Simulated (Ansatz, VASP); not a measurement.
**WS2: VASP beside Ansatz**

```
W S
1.0
     3.18295    0.00000    0.00000
    -1.59148    2.75652    0.00000
     0.00000    0.00000   28.53222
W S
3 6
Direct
  0.66667 0.33333 0.65929
  0.33333 0.66667 0.88553
  0.33333 0.66667 0.43436
  0.66667 0.33333 0.94019
  0.66667 0.33333 0.48903
  0.33333 0.66667 0.71395
  0.66667 0.33333 0.83085
  0.66667 0.33333 0.37971
  0.33333 0.66667 0.60463
```

Alike in both runs: task relaxation of cell and atoms; functional PBE; k mesh 12 × 12 × 1; occupations gaussian, width 0.02 eV; no spin polarisation.

```csv
,VASP,Ansatz
version,VASP 6.6.1,Ansatz 0.2.0
potentials or method,"VASP PAW PBE potentials, release 64 (W_sv, S), cutoff 500 eV","scalar-relativistic, plane waves, PAW"
valence electrons in the cell,78,78
```

```tsv
	VASP	Ansatz	Ansatz less VASP
gap on the k mesh at the Fermi level, each at its own relaxed structure (eV)	1.63	1.68	+0.055
relaxed volume (Å³/atom)	30.36	29.55	-0.819
relaxed length of the cell vector where the two differ most in proportion (Å)	31.068	30.220	-0.8487
```

Ansatz's warnings: xc potential rough in thin density.

Neither program's run includes spin-orbit coupling.
